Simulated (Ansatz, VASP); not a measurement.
**NaF in VASP and in Ansatz**

```xyz
2
Lattice="0.0000 2.2972 2.2972 2.2972 0.0000 2.2972 2.2972 2.2972 0.0000" Properties=species:S:1:pos:R:3 pbc="T T T"
Na    0.0000    0.0000    0.0000
F     2.2972    2.2972    2.2972
```

Alike in both runs: task single point; functional r2SCAN; k mesh 8 × 8 × 8; no spin polarisation.

|  | VASP | Ansatz |
| --- | --- | --- |
| version | VASP 6.6.1 | Ansatz 0.2.0 |
| potentials or method | VASP PAW PBE potentials, release 64 (Na_pv, F) | plane waves, PAW |
| plane-wave cutoff (eV) | 520 | 500 |
| occupations | gaussian, width 0.01 eV | fixed |
| valence electrons in the cell | 14 | 16 |

Ansatz gave:

```
gap on the k mesh at the Fermi level (eV) : 7.28
pressure (GPa)                            : 0.0
```

Task: What did VASP give for the same quantities?

Result: gap on the k mesh at the Fermi level (eV): 7.32; pressure (GPa): -0.8.

VASP's potentials were made for PBE, not for r2SCAN. VASP's potentials hold 14 valence electrons a cell and Ansatz's 16, so a difference there can come from the potentials and not from the codes.
